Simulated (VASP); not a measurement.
# Si (Fd-3m) in VASP: a series of runs

The runs below take Si through single point, with r2SCAN.

Program: VASP 6.6.1. These are calculated values, not measurements. Logs are shortened: lines on timing, memory, paths and dates and some standing lists are left out, and cuts for length are marked.

### Step 1. The cell of the first run

It takes space group Fd-3m (No. 227, cubic). The conventional cell has a = 5.445 Å, b = 5.445 Å, c = 5.445 Å, α = 90.00°, β = 90.00°, γ = 90.00°. Si (site symmetry -43m) has 4 Si at 2.36 Å within 3.1 Å.

### Step 2. Single point, r2SCAN

The input, POSCAR:

```
Si
1.0
    0.0000000000      2.7227277380      2.7227277380
    2.7227277380      0.0000000000      2.7227277380
    2.7227277380      2.7227277380      0.0000000000
Si
2
Direct
    0.5000000000      0.5000000000      0.5000000000
    0.7500000000      0.7500000000      0.7500000000
```

The input, INCAR.step1:

```
SYSTEM = Si
PREC = Accurate ; ENCUT = 520
ISMEAR = -1 ; SIGMA = 0.05
LREAL = .FALSE. ; LASPH = .TRUE.
NELM = 100 ; NBANDS = 11
GGA = PE ; ALGO = Normal
EDIFF = 1E-4 ; LWAVE = .TRUE.
LCHARG = .FALSE.
```

The input, INCAR.step2:

```
SYSTEM = Si
PREC = Accurate ; ENCUT = 520
EDIFF = 1E-6 ; ISMEAR = -1
SIGMA = 0.05 ; LREAL = .FALSE.
LASPH = .TRUE. ; NELM = 100
ALGO = Normal ; ISIF = 2
LWAVE = .FALSE. ; LCHARG = .FALSE.
METAGGA = R2SCAN ; LMIXTAU = .TRUE.
NBANDS = 11 ; ISTART = 1
```

The input, KPOINTS:

```
Automatic mesh
0
G
  10 10 10
  0 0 0
```

Potentials or basis: VASP PAW PBE potentials, release 64 (Si).

Command:

```
cat potpaw_PBE.64/Si/POTCAR > POTCAR
cp INCAR.step1 INCAR
mpirun -np 1 vasp_std > vasp.out
cp INCAR.step2 INCAR
mpirun -np 1 vasp_std > vasp.out
```

OUTCAR:

```text
SYSTEM = Si
   PREC = Accurate
   ENCUT = 520
   EDIFF = 1E-6
   ISMEAR = -1
   LREAL = .FALSE.
   LASPH = .TRUE.
   NELM = 100
   ISIF = 2
   METAGGA = R2SCAN
   ISTART = 1

 ion  position               nearest neighbor table
   1  0.500  0.500  0.500-   2 2.36   2 2.36   2 2.36   2 2.36
   2  0.750  0.750  0.750-   1 2.36   1 2.36   1 2.36   1 2.36

  LATTYP: Found a face centered cubic cell.
 ALAT       =     5.4454554760

  Lattice vectors:

 A1 = (   0.0000000000,   2.7227277380,   2.7227277380)
 A2 = (   2.7227277380,   0.0000000000,   2.7227277380)
 A3 = (   2.7227277380,   2.7227277380,   0.0000000000)

Analysis of symmetry for initial positions (statically):
=====================================================================
 Subroutine PRICEL returns:
 Original cell was already a primitive cell.

 Routine SETGRP: Setting up the symmetry group for a
 face centered cubic supercell.

 Subroutine GETGRP returns: Found 48 space group operations
 (whereof 24 operations were pure point group operations)
 out of a pool of 48 trial point group operations.

The static configuration has the point symmetry T_d .
 The point group associated with its full space group is O_h .

Analysis of symmetry for dynamics (positions and initial velocities):
=====================================================================
 Subroutine PRICEL returns:
 Original cell was already a primitive cell.

 Routine SETGRP: Setting up the symmetry group for a
 face centered cubic supercell.

 Subroutine GETGRP returns: Found 48 space group operations
 (whereof 24 operations were pure point group operations)
 out of a pool of 48 trial point group operations.

The dynamic configuration has the point symmetry T_d .
 The point group associated with its full space group is O_h .

 Subroutine INISYM returns: Found 48 space group operations
 (whereof 24 operations are pure point group operations),
 and found     1 'primitive' translations

----------------------------------------------------------------------------------------

                                     Primitive cell

  volume of cell :      40.3685

  direct lattice vectors                    reciprocal lattice vectors
     0.000000000  2.722727738  2.722727738    -0.183639368  0.183639368  0.183639368
     2.722727738  0.000000000  2.722727738     0.183639368 -0.183639368  0.183639368
     2.722727738  2.722727738  0.000000000     0.183639368  0.183639368 -0.183639368

[... 90 lines left out ...]
   ISYM   =      2    0-nonsym 1-usesym 2-fastsym
   POTIM  = 0.5000    time-step for ionic-motion
   TEBEG  =    0.0;   TEEND  =   0.0 temperature during run
   PSTRESS=    0.0 pullay stress
   NELECT =       8.0000    total number of electrons
   NUPDOWN=      -1.0000    fix difference up-down
   EMIN   =  10.00;   EMAX   =-10.00  energy-range for DOS
   EFERMI =   0.00;   METHOD = LEGACY
   ISMEAR =    -1;   SIGMA  =   0.05  broadening in eV -4-tet -1-fermi 0-gaus
   EFERMI_NEDOS =   21; number of points for ismear=-14 and -15
   IALGO  =     38    algorithm
   IMIX   =      4    mixing-type and parameters
     AMIX     =   0.40;   BMIX     =  1.00
     AMIX_MAG =   1.60;   BMIX_MAG =  1.00
  volume/ion in A,a.u.               =      20.18       136.21
  Fermi-wavevector in a.u.,A,eV,Ry     =   0.954459  1.803666 12.394798  0.910992
  Thomas-Fermi vector in A             =   2.083208
   LORBIT       =      0    0 simple, 1 ext, 2 COOP (PROOUT), +10 PAW based schemes
   METAGGA = R2SCAN    functional components
   LHFCALC =     F    Hartree Fock is set to
   AEXX    =    0.0000 exact exchange contribution
   IVDW    =     0    specifies the selected vdW correction
   LEPSILON=     F    determine dielectric tensor
   LRPA    =     F    only Hartree local field effects (RPA)
 non-spin polarized calculation
  energy-cutoff  :      520.00
  volume of cell :       40.37
 maximum number of plane-waves:      1106
 NGX is ok and might be reduce to    30
   NGX = 15   NGY = 15   NGZ = 15

 number of electron       8.0000001 magnetization

 Free energy of the ion-electron system (eV)
  ---------------------------------------------------
  ext. energy  EPLUGINS =         0.00000000
  ---------------------------------------------------
  free energy    TOTEN  =       -17.54979012 eV

  energy without entropy =      -17.54978691  energy(sigma->0) =      -17.54978852

 E-fermi :   6.0369     XC(G=0):  -9.8225

 val. band max:        5.6553155754   @ k =   0.0000   0.0000   0.0000
 cond. band min:       6.4494226502   @ k =   0.4000   0.4000   0.0000
 fundamental gap:      0.7941070748
 Fermi energy:         6.0368998361

 k-point     1 :       0.0000    0.0000    0.0000
  band No.  band energies     occupation
      1      -6.8130      2.00000
      2       5.6553      1.99903
      3       5.6553      1.99903
      4       5.6553      1.99903
      5       8.4101      0.00000
      6       8.4101      0.00000
      7       8.4101      0.00000
      8       9.5441      0.00000
      9      13.7781      0.00000
     10      13.7781      0.00000
     11      14.3211      0.00000
[... 309 lines left out ...]
 k-point    24 :       0.4000    0.3000    0.0000
  band No.  band energies     occupation
      1      -4.5518      2.00000
      2       0.0378      2.00000
      3       2.6853      2.00000
      4       3.1044      2.00000
      5       6.9244      0.00000
      6       8.1794      0.00000
      7      13.0868      0.00000
      8      13.1784      0.00000
      9      16.6976      0.00000
     10      17.1822      0.00000
     11      18.5767      0.00000

 [... further k-points ...]

------------------------ aborting loop because EDIFF is reached ----------------------------------------

  FORCE on cell =-STRESS in cart. coord.  units (eV):
  Direction    XX          YY          ZZ          XY          YZ          ZX
  --------------------------------------------------------------------------------------
  -------------------------------------------------------------------------------------
  Total       -0.0760640     -0.0760640     -0.0760640     -0.0000000      0.0000000      0.0000000
  in kB       -3.0188891     -3.0188891     -3.0188891     -0.0000000      0.0000000      0.0000000
  external PRESSURE =      -3.0188891 kB  Pullay stress =       0.0000000 kB

 VOLUME and BASIS-vectors are now :
 -----------------------------------------------------------------------------
  energy-cutoff  :      520.00
  volume of cell :       40.37
      direct lattice vectors                 reciprocal lattice vectors
     0.000000000  2.722727738  2.722727738    -0.183639368  0.183639368  0.183639368
     2.722727738  0.000000000  2.722727738     0.183639368 -0.183639368  0.183639368
     2.722727738  2.722727738  0.000000000     0.183639368  0.183639368 -0.183639368

 POSITION                                       TOTAL-FORCE (eV/Angst)
 -----------------------------------------------------------------------------------
      2.72273      2.72273      2.72273         0.000000      0.000000      0.000000
      4.08409      4.08409      4.08409        -0.000000     -0.000000     -0.000000
 -----------------------------------------------------------------------------------
    total drift:                                0.000000     -0.000000     -0.000000

  FREE ENERGIE OF THE ION-ELECTRON SYSTEM (eV)
  ---------------------------------------------------
  free  energy   TOTEN  =       -17.5497901209 eV

  energy  without entropy=      -17.5497869137  energy(sigma->0) =      -17.54978852
```

OUTCAR.step1:

```text
SYSTEM = Si
   PREC = Accurate
   ENCUT = 520
   ISMEAR = -1
   LREAL = .FALSE.
   LASPH = .TRUE.
[... 559 lines left out ...]
      2.72273      2.72273      2.72273        -0.000000     -0.000000     -0.000000
      4.08409      4.08409      4.08409         0.000000      0.000000      0.000000
 -----------------------------------------------------------------------------------
    total drift:                                0.000000     -0.000000     -0.000000

  FREE ENERGIE OF THE ION-ELECTRON SYSTEM (eV)
  ---------------------------------------------------
  free  energy   TOTEN  =       -10.8473258638 eV

  energy  without entropy=      -10.8473066876  energy(sigma->0) =      -10.84731628
```

OSZICAR.step1:

```text
N       E                     dE             d eps       ncg     rms          rms(c)
DAV:   1     0.872577739784E+01    0.87258E+01   -0.32751E+03  1034   0.585E+02
DAV:   2    -0.104174528124E+02   -0.19143E+02   -0.18087E+02  1348   0.870E+01
DAV:   3    -0.110177485644E+02   -0.60030E+00   -0.59783E+00  1285   0.132E+01
DAV:   4    -0.110227546621E+02   -0.50061E-02   -0.50055E-02  1257   0.153E+00
DAV:   5    -0.110228013432E+02   -0.46681E-04   -0.46681E-04  1334   0.143E-01    0.483E+00
DAV:   6    -0.109014998947E+02    0.12130E+00   -0.68867E-02  1157   0.108E+00    0.294E+00
DAV:   7    -0.108458318446E+02    0.55668E-01   -0.13349E-01  1171   0.161E+00    0.177E-01
DAV:   8    -0.108470950869E+02   -0.12632E-02   -0.59186E-03  1175   0.414E-01    0.805E-02
DAV:   9    -0.108473005849E+02   -0.20550E-03   -0.19681E-04  1284   0.859E-02    0.592E-02
DAV:  10    -0.108473258638E+02   -0.25279E-04   -0.21557E-05   727   0.271E-02
   1 F= -.10847326E+02 E0= -.10847316E+02  d E =-.191762E-04
```

It took 2.3 min on 1 thread of Intel Xeon 8259CL, shared host; peak memory 0.17 GiB.

Results:

```
Free energy            : -17.5498 eV
Pressure               : -0.3 GPa
Band gap on the k mesh : 0.79 eV, indirect (least direct gap 2.75 eV)
```

Levels at points of the mesh, in eV from the valence-band top:
| k point | band 1 | band 2 | band 3 | band 4 | band 5 | band 6 | band 7 | band 8 |
| --- | --- | --- | --- | --- | --- | --- | --- | --- |
| (0.00, 0.00, 0.00) | -12.47 | 0.00 | 0.00 | 0.00 | 2.75 | 2.75 | 2.75 | 3.89 |
| (0.50, 0.00, 0.00) | -10.04 | -7.23 | -1.27 | -1.27 | 1.85 | 3.59 | 3.59 | 8.33 |
| (0.50, 0.50, 0.00) | -8.13 | -8.13 | -2.99 | -2.99 | 0.94 | 0.94 | 10.81 | 10.81 |

Caveat: the PAW data sets were made with another functional, which shifts forces and pressure a little. r2SCAN opens gaps a little over a GGA but as a rule still falls short of measured ones.

### Step 3. Single point, r2SCAN

POSCAR is that of step 2.

The input, INCAR.step1:

```
  PREC = Accurate
  ENCUT = 520
  ISMEAR = -1
  SIGMA = 0.05
  LREAL = F
  LASPH = T
  NELM = 60
  NBANDS = 11
  GGA = PE
  ALGO = Normal
  EDIFF = 1E-4
  LWAVE = T
  LCHARG = F
```

The input, INCAR.step2:

```
  PREC = Accurate
  ENCUT = 520
  EDIFF = 1E-7
  ISMEAR = -1
  SIGMA = 0.05
  LREAL = F
  LASPH = T
  NELM = 60
  ALGO = Normal
  ISIF = 2
  LWAVE = F
  LCHARG = T
  METAGGA = R2SCAN
  LMIXTAU = T
  LELF = T
  LVHAR = T
  NBANDS = 11
  ISTART = 1
```

The input, KPOINTS:

```
regular mesh
0
Gamma
  10 10 10
```

Potentials or basis: VASP PAW PBE potentials, release 64 (Si).

Command:

```
cat potpaw_PBE.64/Si/POTCAR > POTCAR
cp INCAR.step1 INCAR
mpirun -np 1 vasp_std > vasp.out
cp INCAR.step2 INCAR
mpirun -np 1 vasp_std > vasp.out
```

Run time: 2.7 min. Hardware: 1 thread of Intel Xeon 8259CL, shared host; peak memory 0.17 GiB.

Results (log left out):

```
Free energy            : -17.5498 eV
Pressure               : -0.3 GPa
Band gap on the k mesh : 0.79 eV, indirect (least direct gap 2.75 eV)
```

Levels at points of the mesh, in eV from the valence-band top:
```
           k point  band 1  band 2  band 3  band 4  band 5  band 6  band 7  band 8
(0.00, 0.00, 0.00)  -12.47    0.00    0.00    0.00    2.75    2.75    2.75    3.89
(0.50, 0.00, 0.00)  -10.04   -7.23   -1.27   -1.27    1.85    3.59    3.59    8.33
(0.50, 0.50, 0.00)   -8.13   -8.13   -2.99   -2.99    0.94    0.94   10.81   10.81
```

Caveat: the PAW data sets were made with another functional, which shifts forces and pressure a little.
